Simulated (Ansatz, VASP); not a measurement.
# TiClF in VASP and in Ansatz

Contents of INCAR:

```
  ALGO = Normal
  EDIFF = 1E-6
  ENCUT = 520
  GGA = PE
  ISIF = 2
  ISMEAR = 0
  LASPH = T
  LCHARG = T
  LELF = T
  LREAL = F
  LVHAR = T
  LWAVE = F
  NBANDS = 35
  NELM = 80
  PREC = Accurate
  SIGMA = 0.02
```

KPOINTS

```
k-points
0
Gamma
  12 12 2
```

The input POSCAR:

```
TiClF
1.0
    3.0884536859      0.0000000000      0.0000000000
   -1.5442268430      2.6746793504      0.0000000000
    0.0000000000      0.0000000000     13.2802151511
Ti Cl F
2 2 2
Direct
    0.3333333333      0.6666666667      0.4771809369
    0.6666666667      0.3333333333      0.9771809369
    0.0000000000      0.0000000000      0.0997873639
    0.0000000000      0.0000000000      0.5997873639
    0.0000000000      0.0000000000      0.3845448692
    0.0000000000      0.0000000000      0.8845448692
```

Input for Ansatz:

```yaml
crystal:
  lattice:
    - [3.0884536859, 0.0, 0.0]
    - [-1.544226843, 2.6746793504, 0.0]
    - [0.0, 0.0, 13.2802151511]
  atoms:
    - { symbol: Ti, position: [0.3333333333, 0.6666666667, 0.4771809369] }
    - { symbol: Ti, position: [0.6666666667, 0.3333333333, 0.9771809369] }
    - { symbol: Cl, position: [0.0, 0.0, 0.0997873639] }
    - { symbol: Cl, position: [0.0, 0.0, 0.5997873639] }
    - { symbol: F, position: [0.0, 0.0, 0.3845448692] }
    - { symbol: F, position: [0.0, 0.0, 0.8845448692] }
basis:
  ecutwfc: 420
kpoints:
  mp_grid: { grid: [12, 12, 2] }
  band_path:
    path:
      - [[0.0, 0.0, 0.0], [0.5, 0.0, 0.0], [0.33333333, 0.33333333, 0.0], [0.0, 0.0, 0.0], [0.0, 0.0, 0.5], [0.5, 0.0, 0.5], [0.33333333, 0.33333333, 0.5], [0.0, 0.0, 0.5]]
      - [[0.5, 0.0, 0.5], [0.5, 0.0, 0.0]]
      - [[0.33333333, 0.33333333, 0.5], [0.33333333, 0.33333333, 0.0]]
    npoints: 14
hamiltonian:
  xc: pbe
scf:
  occupations: { method: gaussian, width: 0.02 }
  n_extra_bands: 15
output:
  forces: true
  stress: true
  eigenvalues: true
  populations: true
  dos: { projected: true, de: 0.02, nscf_kmesh: { grid: [18, 18, 3] } }
  bader: true
  write_density: true
  write_potential: true
  elf: true
  volumetric_format: npy
```

Alike in both runs: task single point; functional PBE; k mesh 12 × 12 × 2; occupations gaussian, width 0.02 eV; no spin polarisation.

|  | VASP | Ansatz |
| --- | --- | --- |
| version | VASP 6.6.1 | Ansatz 0.2.0 |
| potentials or method | VASP PAW PBE potentials, release 64 (Ti_sv, Cl, F), cutoff 520 eV | scalar-relativistic, plane waves, PAW |
| valence electrons in the cell | 52 | 52 |

```csv
,VASP,Ansatz,Ansatz less VASP
gap on the k mesh at the Fermi level (eV),1.13,1.13,+0.002
least direct gap on the mesh (eV),1.27,1.27,0.000
pressure (GPa),0.1,0.0,-0.09
rms of the force components (eV/Å),0.016,0.000,-0.0154
```

Atom by atom the forces differ by 0.015 eV/Å (rms over components). With one functional, cell and mesh, what is left measures potentials, basis and numerics.
